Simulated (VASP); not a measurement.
Input of a VASP 6.6.1 run:

Contents of INCAR:

```
SYSTEM = Ge
ALGO = Normal
EDIFF = 1E-6
ENCUT = 520
GGA = PS
ISIF = 2
ISMEAR = -1
LASPH = .TRUE.
LCHARG = .FALSE.
LREAL = .FALSE.
LWAVE = .FALSE.
NBANDS = 21
NELM = 100
PREC = Accurate
SIGMA = 0.1
```

File KPOINTS:

```
k-points
0
G
  12 12 7
  0 0 0
```

POSCAR

```
Ge
1.0
    2.9144538598     -0.0284508386      0.0000000000
   -1.4963625497      2.5011497098      0.0000000000
    0.0000000000      0.0000000000      4.5457383391
Ge
2
Direct
    0.6560160688      0.3439839312      0.2500000000
    0.3439839312      0.6560160688      0.7500000000
```

Potentials or basis: VASP PAW PBE potentials, release 64 (Ge_d).

Run with:

```bash
$ cat potpaw_PBE.64/Ge_d/POTCAR > POTCAR
$ mpirun -np 1 vasp_std > vasp.out
```

Q: Predict the band gap on the k mesh.

A: Zero (bands 14 and 15 overlap by 10.14 eV).

Q: Predict the pressure.

A: 10.1 GPa.

Caveat: the cell stands under pressure; the PAW data sets were made with another functional, which shifts forces and pressure a little.
